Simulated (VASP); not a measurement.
A run of VASP 6.6.1:

The input INCAR:

```
SYSTEM = KF
  PREC = Accurate
  ENCUT = 520
  EDIFF = 1E-7
  ISMEAR = 0
  SIGMA = 0.01
  LREAL = .FALSE.
  LASPH = .TRUE.
  NELM = 60
  ALGO = Normal
  ISIF = 2
  LWAVE = .FALSE.
  LCHARG = .FALSE.
  GGA = PE
  NBANDS = 24
```

File KPOINTS:

```
regular mesh
0
G
  6 6 2
  0 0 0
```

The input POSCAR:

```
KF
1.0
    3.7780778986      0.0000000000      0.0000000000
   -1.8890389493      3.2719114377      0.0000000000
    0.0000000000      0.0000000000      6.6879503326
K F
2 2
Direct
    0.0000000000      0.0000000000      0.0000000000
    0.0000000000      0.0000000000      0.5000000000
    0.3333333333      0.6666666667      0.2500000000
    0.6666666667      0.3333333333      0.7500000000
```

Potentials or basis: VASP PAW PBE potentials, release 64 (K_sv, F).

The run is started by

```bash
$ cat potpaw_PBE.64/K_sv/POTCAR potpaw_PBE.64/F/POTCAR > POTCAR
$ mpirun -np 1 vasp_std > vasp.out
```

Hardware: 1 thread of Intel Xeon 8259CL (shared host).

Task: How long does it take, and how much memory?

Result: Wall time 37 s on 1 thread of Intel Xeon 8259CL (shared host), peak memory 0.19 GiB. Counts: scf iterations 15, k points 14.
